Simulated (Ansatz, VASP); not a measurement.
Two plane-wave programs on Ba4CdBr

The input INCAR:

```
PREC = Accurate
ENCUT = 630
EDIFF = 1E-6
ISMEAR = 0
SIGMA = 0.1
LREAL = F
LASPH = T
NELM = 120
ALGO = Normal
ISIF = 2
LWAVE = F
LCHARG = F
GGA = PE
NBANDS = 42
GGA_COMPAT = F
```

Contents of KPOINTS:

```
Automatic mesh
0
Gamma
  4 4 4
```

Contents of POSCAR:

```
Ba4CdBr
1.0
    5.8374922800      0.0000000000      0.0000000000
    0.0000000000      5.8374922800      0.0000000000
    0.0000000000      0.0000000000      4.2334711600
Ba Cd Br
4 1 1
Direct
    0.2347168100      0.0000000000      0.0000000000
    0.7652831900      0.0000000000      0.0000000000
    0.0000000000      0.2347168100      0.0000000000
    0.0000000000      0.7652831900      0.0000000000
    0.5000000000      0.5000000000      0.5000000000
    0.0000000000      0.0000000000      0.5000000000
```

Input for Ansatz:

```yaml
crystal:
  lattice:
    - [5.83749228, 0.0, 0.0]
    - [0.0, 5.83749228, 0.0]
    - [0.0, 0.0, 4.23347116]
  atoms:
    - { symbol: Ba, position: [0.23471681, 0.0, 0.0] }
    - { symbol: Ba, position: [0.76528319, 0.0, 0.0] }
    - { symbol: Ba, position: [0.0, 0.23471681, 0.0] }
    - { symbol: Ba, position: [0.0, 0.76528319, 0.0] }
    - { symbol: Cd, position: [0.5, 0.5, 0.5] }
    - { symbol: Br, position: [0.0, 0.0, 0.5] }
basis:
  ecutwfc: 420
kpoints:
  mp_grid: { grid: [4, 4, 4] }
hamiltonian:
  xc: pbe
scf:
  occupations: { method: gaussian, width: 0.1 }
  lower_state_search: "off"
output:
  forces: true
  stress: true
  eigenvalues: true
```

Alike in both runs: task single point; functional PBE; k mesh 4 × 4 × 4; occupations gaussian, width 0.1 eV; no spin polarisation.

```csv
,VASP,Ansatz
version,VASP 6.6.1,Ansatz 0.2.0
potentials or method,"VASP PAW PBE potentials, release 64 (Ba_sv, Cd_sv_GW, Br), cutoff 630 eV","scalar-relativistic, plane waves, PAW"
valence electrons in the cell,67,67
```

VASP gave:

| Item | Value |
| --- | --- |
| gap on the k mesh at the Fermi level (eV) | none |
| rms of the force components (eV/Å) | 44.384 |

Problem. Estimate Ansatz's values.

Solution. gap on the k mesh at the Fermi level (eV): none; rms of the force components (eV/Å): 34.263.

Atom by atom the forces differ by 10.121 eV/Å (rms over components). A gap of «none» marks a metal or a gap that the smearing closes.

The k mesh is coarse, so the values compare programs but aren't converged. Neither program's run includes spin-orbit coupling.
